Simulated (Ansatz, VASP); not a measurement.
KCoF3: VASP beside Ansatz

INCAR

```
PREC = Accurate
ENCUT = 520
EDIFF = 1E-6
ISMEAR = -5
SIGMA = 0.1
LREAL = F
LASPH = T
NELM = 150
ALGO = Normal
ISIF = 2
LWAVE = F
LCHARG = F
ISPIN = 2
MAGMOM = 0 0 0 0 3
LORBIT = 11
LMAXMIX = 4
LDAU = T
LDAUTYPE = 2
LDAUL = -1 -1 2
LDAUU = 0 0 3.32
LDAUJ = 0 0 0
LDAUPRINT = 1
GGA = CA
NBANDS = 32
```

KPOINTS

```
regular mesh
0
Gamma
  5 5 5
```

The input POSCAR:

```
KCoF3
1.0
    4.0710000000      0.0000000000      0.0000000000
    0.0000000000      4.0710000000      0.0000000000
    0.0000000000      0.0000000000      4.0710000000
K F Co
1 3 1
Direct
    0.0000000000      0.0000000000      0.0000000000
    0.0000000000      0.5000000000      0.5000000000
    0.5000000000      0.0000000000      0.5000000000
    0.5000000000      0.5000000000      0.0000000000
    0.5000000000      0.5000000000      0.5000000000
```

Input for Ansatz:

```yaml
crystal:
  lattice:
    - [4.071, 0.0, 0.0]
    - [0.0, 4.071, 0.0]
    - [0.0, 0.0, 4.071]
  atoms:
    - { symbol: K, position: [0.0, 0.0, 0.0] }
    - { symbol: F, position: [0.0, 0.5, 0.5] }
    - { symbol: F, position: [0.5, 0.0, 0.5] }
    - { symbol: F, position: [0.5, 0.5, 0.0] }
    - { symbol: Co, position: [0.5, 0.5, 0.5], spin: 3.0 }
magnetization:
  spin_polarized: true
hamiltonian:
  xc: lda
  pseudopotentials: { kind: paw }
  hubbard: { sites: [{ species: Co, l: d, u_eff: 3.32 }] }
basis:
  ecutwfc: 420
kpoints:
  mp_grid: { grid: [5, 5, 5] }
scf:
  occupations: { method: tetrahedron }
  lower_state_search: "off"
  max_iter: 70
output:
  forces: true
  stress: true
```

Alike in both runs: task single point; functional LDA; k mesh 5 × 5 × 5; occupations tetrahedron; collinear spin; Hubbard terms Co d U = 3.32 eV.

```csv
,VASP,Ansatz
version,VASP 6.6.1,Ansatz 0.2.0
potentials or method,"VASP PAW LDA potentials, release 64 (K_sv, F, Co), cutoff 520 eV","PAW, plane waves, scalar-relativistic"
valence electrons in the cell,39,47
```

Ansatz gave:

- pressure (GPa): -6.7
- net moment per atom (μB): 0.60
- size of the moment on the site where the two differ most (μB): 2.57

Question: What did VASP give for the same quantities?

Answer: Pressure (GPa): -7.8; net moment per atom (μB): 0.60; size of the moment on the site where the two differ most (μB): 2.76.

LDA's correlation is that of Perdew and Zunger in VASP and of Perdew and Wang (1992) in Ansatz. Site moments also hang on the region over which each program counts them. The programs project onto different local orbitals, so the same U acts differently, and such runs can settle in different states. VASP's potentials hold 39 valence electrons a cell and Ansatz's 47, so a difference there can come from the potentials and not from the codes. Ansatz's warnings: band table not solved further, filled band counts differ across k points, stability check not made, tetrahedron derivatives may miss energy slope.
